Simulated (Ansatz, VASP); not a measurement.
**One calculation of As, two programs**

File INCAR:

```
ALGO = Normal
EDIFF = 1E-7
ENCUT = 520
GGA = PE
ISIF = 2
ISMEAR = -1
LASPH = T
LCHARG = F
LREAL = F
LWAVE = F
NBANDS = 8
NELM = 100
PREC = Accurate
SIGMA = 0.05
```

The input KPOINTS:

```
k-points
0
Gamma
  16 16 16
```

File POSCAR:

```
As
1.0
   -1.6839816228      1.6839816228      1.6839816228
    1.6839816228     -1.6839816228      1.6839816228
    1.6839816228      1.6839816228     -1.6839816228
As
1
Direct
    0.0000000000      0.0000000000      0.0000000000
```

Input for Ansatz:

```yaml
crystal:
  lattice:
    - [-1.6839816228, 1.6839816228, 1.6839816228]
    - [1.6839816228, -1.6839816228, 1.6839816228]
    - [1.6839816228, 1.6839816228, -1.6839816228]
  atoms:
    - { symbol: As, position: [0.0, 0.0, 0.0] }
kpoints:
  mp_grid: { grid: [16, 16, 16] }
  band_path:
    path:
      - [0.0, 0.0, 0.0]
      - [0.5, -0.5, 0.5]
      - [0.0, 0.0, 0.5]
      - [0.0, 0.0, 0.0]
      - [0.25, 0.25, 0.25]
      - [0.5, -0.5, 0.5]
      - [0.25, 0.25, 0.25]
      - [0.0, 0.0, 0.5]
    npoints: 8
scf:
  occupations: { method: fermi_dirac, width: 0.05 }
hamiltonian:
  xc: pbe
  pseudopotentials: { kind: paw }
output:
  forces: true
  stress: true
  eigenvalues: true
  populations: true
  dos: { projected: true, de: 0.2, e_range: [-14, 8] }
```

Change from the starting cell: volume scaled by 1, PAW files.

Alike in both runs: task single point; functional PBE; k mesh 16 × 16 × 16; occupations fermi-dirac, width 0.05 eV; no spin polarisation.

|  | VASP | Ansatz |
| --- | --- | --- |
| version | VASP 6.6.1 | Ansatz 0.2.0 |
| potentials or method | VASP PAW PBE potentials, release 64 (As) | PAW with Ansatz's default frozen-core files, scalar-relativistic |
| plane-wave cutoff (eV) | 520 | 420 |
| valence electrons in the cell | 5 | 15 |

Ansatz gave:

- pressure (GPa): 0.0

Problem. What did VASP give for the same quantities?

Solution. Pressure (GPa): 0.1.

VASP's potentials hold 5 valence electrons a cell and Ansatz's 15, so a difference there can come from the potentials and not from the codes.
